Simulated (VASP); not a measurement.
# AlGa3N4 (Pm) in VASP: further runs, part 3 of 3

VASP 6.6.1. Earlier steps stand in the parts before.

### 5 Single point, r2SCAN (uniaxial strain along c: -1.5 %)

Input file POSCAR:

```
AlGa3N4
1.0
    5.1581911098      0.0000000000      0.0000646716
    0.0000000000      3.1752771098      0.0000000000
   -0.0036209198      0.0000000000      5.3948396716
Al Ga N
1 3 4
Direct
    0.0005828848      0.5000000000      0.6672982357
    0.4991712870      0.5000000000      0.3350606985
    0.4992511918      0.0000000000      0.8314570703
    0.9998609986      0.0000000000      0.1661913852
    0.1194130441      0.5000000000      0.3406010347
    0.1173310425      0.0000000000      0.8259310372
    0.6202395502      0.0000000000      0.1661937139
    0.6317500111      0.5000000000      0.6672678244
```

Input file INCAR.step1:

```
SYSTEM = AlGa3N4
PREC = Accurate ; ENCUT = 520
ISMEAR = 0 ; SIGMA = 0.02
LREAL = .FALSE. ; LASPH = .TRUE.
NELM = 100 ; NBANDS = 41
GGA = PE ; ALGO = Normal
EDIFF = 1E-4 ; LWAVE = .TRUE.
LCHARG = .FALSE.
```

Input file INCAR.step2:

```
SYSTEM = AlGa3N4
PREC = Accurate ; ENCUT = 520
EDIFF = 1E-6 ; ISMEAR = 0
SIGMA = 0.02 ; LREAL = .FALSE.
LASPH = .TRUE. ; NELM = 100
ALGO = Normal ; ISIF = 2
LWAVE = .FALSE. ; LCHARG = .FALSE.
METAGGA = R2SCAN ; LMIXTAU = .TRUE.
NBANDS = 41 ; ISTART = 1
```

Input file KPOINTS:

```
regular mesh
0
G
  6 8 4
  0 0 0
```

Potentials or basis: VASP PAW PBE potentials, release 64 (Al, Ga_d, N).

Launch:

```
cat potpaw_PBE.64/Al/POTCAR potpaw_PBE.64/Ga_d/POTCAR potpaw_PBE.64/N/POTCAR > POTCAR
cp INCAR.step1 INCAR
mpirun -np 1 vasp_std > vasp.out
cp INCAR.step2 INCAR
mpirun -np 1 vasp_std > vasp.out
```

OUTCAR:

```text
SYSTEM = AlGa3N4
   PREC = Accurate
   ENCUT = 520
   EDIFF = 1E-6
   ISMEAR = 0
   LREAL = .FALSE.
   LASPH = .TRUE.
   NELM = 100
   ISIF = 2
   METAGGA = R2SCAN
   ISTART = 1

 ion  position               nearest neighbor table
   1  0.001  0.500  0.667-   5 1.87   6 1.90   6 1.90   8 1.90   4 3.12   4 3.12   4 3.14   4 3.14
                             2 3.14
   2  0.499  0.500  0.335-   8 1.92   7 1.93   7 1.93   5 1.96   1 3.14
   3  0.499  0.000  0.831-   7 1.91   8 1.94   8 1.94   6 1.97
   4  1.000  0.000  0.166-   6 1.93   5 1.95   5 1.95   7 1.96   1 3.12   1 3.12   1 3.14   1 3.14

   5  0.119  0.500  0.341-   1 1.87   4 1.95   4 1.95   2 1.96
   6  0.117  0.000  0.826-   1 1.90   1 1.90   4 1.93   3 1.97
   7  0.620  0.000  0.166-   3 1.91   2 1.93   2 1.93   4 1.96
   8  0.632  0.500  0.667-   1 1.90   2 1.92   3 1.94   3 1.94

  LATTYP: Found a simple monoclinic cell.
 ALAT       =     5.1581911102
 B/A-ratio  =     0.6155795786
 C/A-ratio  =     1.0458784429
 COS(beta)  =    -0.0006586443

  Lattice vectors:

 A1 = (   5.1581911098,   0.0000000000,   0.0000646716)
 A2 = (   0.0000000000,   3.1752771098,   0.0000000000)
 A3 = (  -0.0036209198,   0.0000000000,   5.3948396716)

[... 190 lines left out ...]
 cond. band min:       8.3111162021   @ k =   0.0000   0.0000   0.0000
 fundamental gap:      2.9017006416
 Fermi energy:         5.5137367341

 k-point     1 :       0.0000    0.0000    0.0000
  band No.  band energies     occupation
      1     -11.3075      2.00000
      2     -10.2670      2.00000
      3     -10.0615      2.00000
      4      -9.7601      2.00000
      5      -8.2643      2.00000
      6      -8.2540      2.00000
[... 1045 lines left out ...]
     40      16.3275      0.00000
     41      16.6493      0.00000

 [... further k-points ...]
[... 5 lines left out ...]
  --------------------------------------------------------------------------------------
  -------------------------------------------------------------------------------------
  Total       -0.1442489      0.2336149      3.8783894      0.0000000      0.0000000      0.0177566
  in kB       -2.6155649      4.2359759     70.3241321      0.0000000      0.0000000      0.3219674
  external PRESSURE =      23.9815144 kB  Pullay stress =       0.0000000 kB

 VOLUME and BASIS-vectors are now :
 -----------------------------------------------------------------------------
  energy-cutoff  :      520.00
  volume of cell :       88.36
      direct lattice vectors                 reciprocal lattice vectors
     5.158191110  0.000000000  0.000064672     0.193866410  0.000000000  0.000130120
     0.000000000  3.175277110  0.000000000     0.000000000  0.314933143  0.000000000
    -0.003620920  0.000000000  5.394839672    -0.000002324  0.000000000  0.185362319

 POSITION                                       TOTAL-FORCE (eV/Angst)
 -----------------------------------------------------------------------------------
      0.00059      1.58764      3.59997        -0.111088      0.000000      0.169803
      2.57361      1.58764      1.80763        -0.127328      0.000000     -0.171651
      2.57222      0.00000      4.48561        -0.111896      0.000000     -0.194036
      5.15687      0.00000      0.89664        -0.108489      0.000000      0.168055
      0.61472      1.58764      1.83750         0.095861      0.000000     -0.132163
      0.60223      0.00000      4.45577         0.041641      0.000000     -0.265754
      3.19871      0.00000      0.89663         0.108295      0.000000      0.219523
      3.25627      1.58764      3.59984         0.213004      0.000000      0.206223
 -----------------------------------------------------------------------------------
    total drift:                               -0.042266     -0.000000      0.004216

  FREE ENERGIE OF THE ION-ELECTRON SYSTEM (eV)
  ---------------------------------------------------
  free  energy   TOTEN  =       -84.8977527978 eV

  energy  without entropy=      -84.8977527978  energy(sigma->0) =      -84.89775280
```

It took 6.6 min on 1 thread of Intel Xeon 6975P-C (Granite Rapids), shared host; peak memory 0.33 GiB.

What came out:

- Free energy: -84.8978 eV
- Pressure: 2.4 GPa
- Largest force: 0.296 eV/Å
- Band gap on the k mesh: 2.90 eV

Forces on the atoms (eV/Å):
```
Al  -0.111  0.000  0.170
Ga  -0.127  0.000 -0.172
Ga  -0.112  0.000 -0.194
Ga  -0.108  0.000  0.168
N    0.096  0.000 -0.132
N    0.042  0.000 -0.266
N    0.108  0.000  0.220
N    0.213  0.000  0.206
```

Caveat: the cell differs from its parent crystal (uniaxial strain along c: -1.5 %); the stress differs along the axes, from -0 to 7 GPa; the PAW data sets were made with another functional, which shifts forces and pressure a little.

### 6 Single point, r2SCAN

This run uses another cell than the first one, of 11.13 Å³/atom.

Edit POSCAR of step 5 so:

```diff
@@ -2,5 +2,5 @@
 1.0
-    5.1581911098      0.0000000000      0.0000646716
-    0.0000000000      3.1752771098      0.0000000000
-   -0.0036209198      0.0000000000      5.3948396716
+    5.1389202025      0.0000000000      0.0000171878
+    0.0000000000      3.1634143061      0.0000000000
+   -0.0036943793      0.0000000000      5.4769945782
 Al Ga N
```

Input file INCAR.step1:

```
SYSTEM = AlGa3N4
ALGO     = Normal         ! electronic algorithm
EDIFF    = 1E-4           ! SCF threshold, eV
ENCUT    = 520            ! plane-wave cutoff, eV
GGA      = PE             ! functional
ISMEAR   = 0              ! smearing method
LASPH    = .TRUE.         ! aspherical terms in the spheres
LCHARG   = .FALSE.        ! write CHGCAR
LREAL    = .FALSE.        ! projectors in reciprocal space
LWAVE    = .TRUE.         ! write WAVECAR
NBANDS   = 41             ! bands
NELM     = 100            ! most SCF steps
PREC     = Accurate       ! precision mode
SIGMA    = 0.02           ! smearing width, eV
```

Input file INCAR.step2:

```
SYSTEM = AlGa3N4
ALGO     = Normal         ! electronic algorithm
EDIFF    = 1E-6           ! SCF threshold, eV
ENCUT    = 520            ! plane-wave cutoff, eV
ISIF     = 2              ! what is computed and relaxed
ISMEAR   = 0              ! smearing method
ISTART   = 1            
LASPH    = .TRUE.         ! aspherical terms in the spheres
LCHARG   = .TRUE.         ! write CHGCAR
LELF     = .TRUE.         ! ELF
LMIXTAU  = .TRUE.       
LREAL    = .FALSE.        ! projectors in reciprocal space
LVHAR    = .TRUE.       
LWAVE    = .FALSE.        ! write WAVECAR
METAGGA  = R2SCAN         ! meta-GGA
NBANDS   = 41             ! bands
NELM     = 100            ! most SCF steps
PREC     = Accurate       ! precision mode
SIGMA    = 0.02           ! smearing width, eV
```

Input file KPOINTS:

```
k-points
0
G
  6 8 4
  0 0 0
```

Potentials or basis: VASP PAW PBE potentials, release 64 (Al, Ga_d, N).

Launch:

```
cat potpaw_PBE.64/Al/POTCAR potpaw_PBE.64/Ga_d/POTCAR potpaw_PBE.64/N/POTCAR > POTCAR
cp INCAR.step1 INCAR
mpirun -np 1 vasp_std > vasp.out
cp INCAR.step2 INCAR
mpirun -np 1 vasp_std > vasp.out
```

OUTCAR:

```text
SYSTEM = AlGa3N4
   EDIFF = 1E-6
   ENCUT = 520
   ISIF = 2
   ISMEAR = 0
   ISTART = 1
   LASPH = .TRUE.
   LREAL = .FALSE.
   METAGGA = R2SCAN
   NELM = 100
   PREC = Accurate

 ion  position               nearest neighbor table
   1  0.001  0.500  0.667-   5 1.89   8 1.90   6 1.90   6 1.90   3 3.14   3 3.14
   2  0.499  0.500  0.335-   7 1.94   7 1.94   8 1.94   5 1.95
   3  0.499  0.000  0.831-   7 1.94   8 1.94   8 1.94   6 1.96   1 3.14   1 3.14
   4  1.000  0.000  0.166-   5 1.95   5 1.95   7 1.95   6 1.96
   5  0.119  0.500  0.341-   1 1.89   4 1.95   4 1.95   2 1.95
   6  0.117  0.000  0.826-   1 1.90   1 1.90   4 1.96   3 1.96
   7  0.620  0.000  0.166-   2 1.94   2 1.94   3 1.94   4 1.95
[... 1273 lines left out ...]
  in kB        7.4429829      6.7035525      8.1463360      0.0000000      0.0000000      0.0956784
  external PRESSURE =       7.4309571 kB  Pullay stress =       0.0000000 kB

 VOLUME and BASIS-vectors are now :
 -----------------------------------------------------------------------------
  energy-cutoff  :      520.00
  volume of cell :       89.04
      direct lattice vectors                 reciprocal lattice vectors
     5.138920202  0.000000000  0.000017188     0.194593408  0.000000000  0.000131258
     0.000000000  3.163414306  0.000000000     0.000000000  0.316114142  0.000000000
    -0.003694379  0.000000000  5.476994578    -0.000000611  0.000000000  0.182581886

 POSITION                                       TOTAL-FORCE (eV/Angst)
 -----------------------------------------------------------------------------------
      0.00053      1.58171      3.65479        -0.005913      0.000000     -0.003973
      2.56396      1.58171      1.83513        -0.004068      0.000000      0.003919
      2.56254      0.00000      4.55389        -0.009469      0.000000      0.004616
      5.13759      0.00000      0.91025        -0.001209      0.000000     -0.007021
      0.61240      1.58171      1.86547        -0.021521      0.000000      0.078024
      0.59990      0.00000      4.52362        -0.045782      0.000000     -0.072036
      3.18675      0.00000      0.91025         0.002301      0.000000     -0.003707
      3.24405      1.58171      3.65463         0.085660      0.000000      0.000177
 -----------------------------------------------------------------------------------
    total drift:                               -0.025405     -0.000000      0.002743

  FREE ENERGIE OF THE ION-ELECTRON SYSTEM (eV)
  ---------------------------------------------------
  free  energy   TOTEN  =       -84.9290355604 eV

  energy  without entropy=      -84.9290355604  energy(sigma->0) =      -84.92903556
```

OSZICAR.step1:

```text
N       E                     dE             d eps       ncg     rms          rms(c)
DAV:   1     0.637343499307E+03    0.63734E+03   -0.28022E+04  6422   0.260E+03
DAV:   2     0.557900174408E+02   -0.58155E+03   -0.54222E+03  6180   0.644E+02
DAV:   3    -0.521501951335E+02   -0.10794E+03   -0.10480E+03  6569   0.195E+02
DAV:   4    -0.596800829187E+02   -0.75299E+01   -0.74602E+01  7882   0.547E+01
DAV:   5    -0.598726308093E+02   -0.19255E+00   -0.19228E+00  6969   0.856E+00    0.160E+01
DAV:   6    -0.510109246245E+02    0.88617E+01   -0.25437E+01 10379   0.583E+01    0.453E+00
DAV:   7    -0.513341173249E+02   -0.32319E+00   -0.44484E+00  6805   0.119E+01    0.400E+00
DAV:   8    -0.513210768329E+02    0.13040E-01   -0.46499E-01  8160   0.905E+00    0.103E+00
DAV:   9    -0.512908291408E+02    0.30248E-01   -0.13353E-01  9210   0.597E+00    0.479E-01
DAV:  10    -0.512915770155E+02   -0.74787E-03   -0.19183E-02  6910   0.105E+00    0.193E-01
DAV:  11    -0.512918651453E+02   -0.28813E-03   -0.20075E-03  8508   0.941E-01    0.398E-02
DAV:  12    -0.512919232028E+02   -0.58058E-04   -0.35613E-04  6484   0.439E-01
   1 F= -.51291923E+02 E0= -.51291923E+02  d E =-.313310E-21
```

It took 7.3 min on 1 thread of Intel Xeon 6975P-C (Granite Rapids), shared host; peak memory 0.35 GiB.

Results:

- Free energy: -84.9290 eV
- Pressure: 0.7 GPa
- Largest force: 0.086 eV/Å
- Band gap on the k mesh: 2.88 eV

Forces on the atoms (eV/Å):
```
Al  -0.006  0.000 -0.004
Ga  -0.004  0.000  0.004
Ga  -0.009  0.000  0.005
Ga  -0.001  0.000 -0.007
N   -0.022  0.000  0.078
N   -0.046  0.000 -0.072
N    0.002  0.000 -0.004
N    0.086  0.000  0.000
```

Caveat: the PAW data sets were made with another functional, which shifts forces and pressure a little.

### 7 Overview

| cell | gap on the mesh (eV) | pressure (GPa) | largest force (eV/Å) |
| --- | --- | --- | --- |
| a = 5.120, b = 3.152, c = 5.559 Å, 8 atoms, atomic positions A | 2.81 | -0.7 | 0.28 |
| a = 5.126, b = 3.149, c = 5.559 Å, 8 atoms, atomic positions B | 2.79 | -0.9 | 0.09 |
| a = 5.157, b = 3.174, c = 5.495 Å, 8 atoms, atomic positions A | 2.81 | -1.3 | 0.09 |
| a = 5.158, b = 3.175, c = 5.395 Å, 8 atoms, atomic positions A | 2.90 | 2.4 | 0.30 |
| a = 5.139, b = 3.163, c = 5.477 Å, 8 atoms, atomic positions A | 2.88 | 0.7 | 0.09 |

Alike in all rows: task single point; level r2SCAN; potentials or basis VASP PAW PBE potentials, release 64 (Al, Ga_d, N); no spin polarisation; k mesh 6 × 8 × 4; cutoff (eV) 520; smearing gaussian 0.02 eV.

Caveats: the PAW data sets were made with another functional, which shifts forces and pressure a little; the stress differs along the axes, from -5 to 2 GPa (at least some runs); the stress differs along the axes, from -0 to 7 GPa (at least some runs).

Absolute energies hang on the potentials; compare differences alone.
